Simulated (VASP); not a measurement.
A run of VASP 6.6.1:

File INCAR:

```
PREC = Accurate ; ENCUT = 500
EDIFF = 1E-6 ; ISMEAR = 0
SIGMA = 0.05 ; LREAL = False
LASPH = True ; NELM = 120
ALGO = Normal ; ISIF = 2
LWAVE = False ; LCHARG = False
GGA = PE ; NBANDS = 16
GGA_COMPAT = False
```

KPOINTS

```
regular mesh
0
Gamma
  6 6 6
```

The input POSCAR:

```
CdS
1.0
    0.0000000000      2.9633725186      2.9633725186
    2.9633725186      0.0000000000      2.9633725186
    2.9633725186      2.9633725186      0.0000000000
Cd S
1 1
Direct
    0.0000000000      0.0000000000      0.0000000000
    0.2500000000      0.2500000000      0.2500000000
```

Potentials or basis: VASP PAW PBE potentials, release 64 (Cd, S).

Command:

```console
$ cat potpaw_PBE.64/Cd/POTCAR potpaw_PBE.64/S/POTCAR > POTCAR
$ mpirun -np 1 vasp_std > vasp.out
```

Hardware: 1 thread of Intel(R) Xeon(R) Platinum 8488C (Sapphire Rapids), on a shared host.

Question: How long does it take, and how much memory?

Answer: Run time: 11 s on 1 thread of Intel(R) Xeon(R) Platinum 8488C (Sapphire Rapids), on a shared host, peak memory 0.17 GiB. Counts: scf iterations 14, k points 16.
